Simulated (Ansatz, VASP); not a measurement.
# Au in VASP and in Ansatz

Contents of INCAR:

```
SYSTEM = Au
AGGAC    = 1.0          
AGGAX    = 1.0          
ALDAC    = 0.0          
ALDAX    = 1.0          
ALGO     = Normal         ! electronic algorithm
EDIFF    = 1E-6           ! SCF threshold, eV
EDIFFG   = -0.01          ! ionic threshold
ENCUT    = 600            ! plane-wave cutoff, eV
GGA      = B5             ! functional
IBRION   = 2              ! ionic algorithm
ISIF     = 3              ! what is computed and relaxed
ISMEAR   = -1             ! smearing method
LASPH    = .TRUE.         ! aspherical terms in the spheres
LCHARG   = .FALSE.        ! write CHGCAR
LREAL    = .FALSE.        ! projectors in reciprocal space
LWAVE    = .FALSE.        ! write WAVECAR
NELM     = 60             ! most SCF steps
NSW      = 60             ! ionic steps
PREC     = Accurate       ! precision mode
SIGMA    = 0.05           ! smearing width, eV
```

File KPOINTS:

```
k-points
0
G
  11 11 11
  0 0 0
```

POSCAR

```
Au
1.0
   -1.6572690000      1.6572690000      1.6572690000
    1.6572690000     -1.6572690000      1.6572690000
    1.6572690000      1.6572690000     -1.6572690000
Au
1
Direct
    0.0000000000      0.0000000000      0.0000000000
```

The input input.yaml:

```yaml
crystal:
  lattice:
    - [-1.657269, 1.657269, 1.657269]
    - [1.657269, -1.657269, 1.657269]
    - [1.657269, 1.657269, -1.657269]
  atoms:
    - { symbol: Au, position: [0.0, 0.0, 0.0] }
hamiltonian:
  xc: blyp
  pseudopotentials: { kind: paw }
kpoints:
  mp_grid: { grid: [11, 11, 11] }
scf:
  occupations: { method: fermi_dirac, width: 0.05 }
output:
  forces: true
  stress: true
  eigenvalues: true
  write_density: true
  write_potential: true
  elf: true
  volumetric_format: npy
relax:
  f_tol: 0.01
  max_steps: 40
  cell: { stress_tol: 0.05 }
```

Alike in both runs: task relaxation of cell and atoms; functional BLYP; k mesh 11 × 11 × 11; occupations fermi-dirac, width 0.05 eV; no spin polarisation.

|  | VASP | Ansatz |
| --- | --- | --- |
| version | VASP 6.6.1 | Ansatz 0.2.0 |
| potentials or method | VASP PAW PBE potentials, release 64 (Au) | Ansatz PAW |
| plane-wave cutoff (eV) | 600 | 420 |
| valence electrons in the cell | 11 | 19 |

```csv
,VASP,Ansatz,Ansatz less VASP
"gap on the k mesh at the Fermi level, each at its own relaxed structure (eV)",none,none,-
relaxed volume (Å³/atom),19.65,19.57,-0.076
relaxed cell length with the largest relative difference (Å),2.944,2.941,-0.0038
```

VASP's potentials were made for PBE, not for BLYP. A gap of «none» marks a metal or a gap that the smearing closes. VASP's potentials hold 11 valence electrons a cell and Ansatz's 19, so a difference there can come from the potentials and not from the codes.

Spin-orbit coupling is off throughout. Noted on Ansatz's run: the plane-wave basis is chosen anew once the cell has moved, so the energies of steps on either side of that aren't comparable.
